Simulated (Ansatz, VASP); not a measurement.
## One calculation of TiO2, two programs

Contents of INCAR:

```
PREC = Accurate
ENCUT = 520
EDIFF = 1E-6
ISMEAR = -1
SIGMA = 0.02
LREAL = False
LASPH = True
NELM = 60
ALGO = Normal
ISIF = 2
LWAVE = False
LCHARG = False
GGA = PE
NBANDS = 19
```

Contents of KPOINTS:

```
regular mesh
0
Gamma
  10 10 10
```

Contents of POSCAR:

```
TiO2
1.0
    0.0000000000      2.4725669993      2.3792659785
    2.4725669993      0.0000000000      2.3792659785
    2.4725669993      2.4725669993      0.0000000000
Ti O
1 2
Direct
    0.0000000000      0.0000000000      0.0000000000
    0.2500000000      0.2500000000      0.2500000000
    0.7500000000      0.7500000000      0.7500000000
```

Input for Ansatz:

```yaml
crystal:
  lattice:
    - [0.0, 2.4725669993, 2.3792659785]
    - [2.4725669993, 0.0, 2.3792659785]
    - [2.4725669993, 2.4725669993, 0.0]
  atoms:
    - { symbol: Ti, position: [0.0, 0.0, 0.0] }
    - { symbol: O, position: [0.25, 0.25, 0.25] }
    - { symbol: O, position: [0.75, 0.75, 0.75] }
kpoints:
  mp_grid: { grid: [10, 10, 10] }
  band_path:
    path:
      - [0.0, 0.0, 0.0]
      - [0.5, 0.0, 0.5]
      - [0.625, 0.25, 0.625]
      - [0.375, 0.375, 0.75]
      - [0.5, 0.5, 0.5]
      - [0.5, 0.25, 0.75]
    npoints: 1
hamiltonian:
  xc: pbe
scf:
  occupations: { method: fermi_dirac, width: 0.02 }
  n_extra_bands: 4
output:
  forces: true
  stress: true
  eigenvalues: true
```

Change from the starting cell: epitaxial_xy strain +3.2%.

Alike in both runs: task single point; functional PBE; k mesh 10 × 10 × 10; occupations fermi-dirac, width 0.02 eV; no spin polarisation.

```csv
,VASP,Ansatz
version,VASP 6.6.1,Ansatz 0.2.0
potentials or method,"VASP PAW PBE potentials, release 64 (Ti_sv, O)","plane waves, PAW"
plane-wave cutoff (eV),520,420
valence electrons in the cell,24,24
```

|  | VASP | Ansatz | Ansatz less VASP |
| --- | --- | --- | --- |
| pressure (GPa) | -6.6 | -7.3 | -0.71 |
| traceless stress, the component that is largest in VASP (GPa) | 12.56 | 12.61 | +0.056 |

The functional is the same, so the differences come from potentials, cutoffs and numerics.
